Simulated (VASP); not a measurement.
## C: single point with PBE

C:

```
CELL_PARAMETERS angstrom
2.59948 0.00000 0.00000
-1.29974 2.25121 0.00000
0.00000 0.00000 8.57151
ATOMIC_POSITIONS crystal
C 0.00000 0.00000 0.09299
C 0.00000 0.00000 0.59299
C 0.00000 0.00000 0.40701
C 0.00000 0.00000 0.90701
C 0.33333 0.66667 0.15535
C 0.66667 0.33333 0.65535
C 0.33333 0.66667 0.34465
C 0.66667 0.33333 0.84465
```

This cell differs from its parent crystal: volume scaled by 1.10, then relaxed in part.

```json
{"Program": "VASP 6.6.1", "Task": "single point", "Functional": "PBE", "Potentials or basis": "VASP PAW PBE potentials, release 64 (C)", "Cutoff": "520 eV", "k mesh": "12 × 12 × 4", "Occupations": "gaussian, width 0.02 eV", "Spin": "no spin polarisation"}
```

The pressure is -34.2 GPa and the band gap on the k mesh is 4.31 eV, indirect (least direct gap 5.10 eV).

Levels at points of the mesh, in eV from the valence-band top:
| k point | band 14 | band 15 | band 16 | band 17 | band 18 | band 19 |
| --- | --- | --- | --- | --- | --- | --- |
| (0.00, 0.00, 0.00) | -0.15 | 0.00 | 0.00 | 5.10 | 5.10 | 5.20 |
| (0.50, 0.00, 0.00) | -4.26 | -3.29 | -2.69 | 4.39 | 5.23 | 5.72 |
| (0.00, 0.00, 0.50) | -0.58 | -0.58 | -0.58 | 5.79 | 5.79 | 5.79 |
| (0.50, 0.00, 0.50) | -4.28 | -3.31 | -3.31 | 4.70 | 4.70 | 6.68 |

Wall time 24 s on 1 thread of Intel(R) Xeon(R) 6975P-C (Granite Rapids) (shared host), peak memory 0.18 GiB.

 A k mesh can miss the band edges.
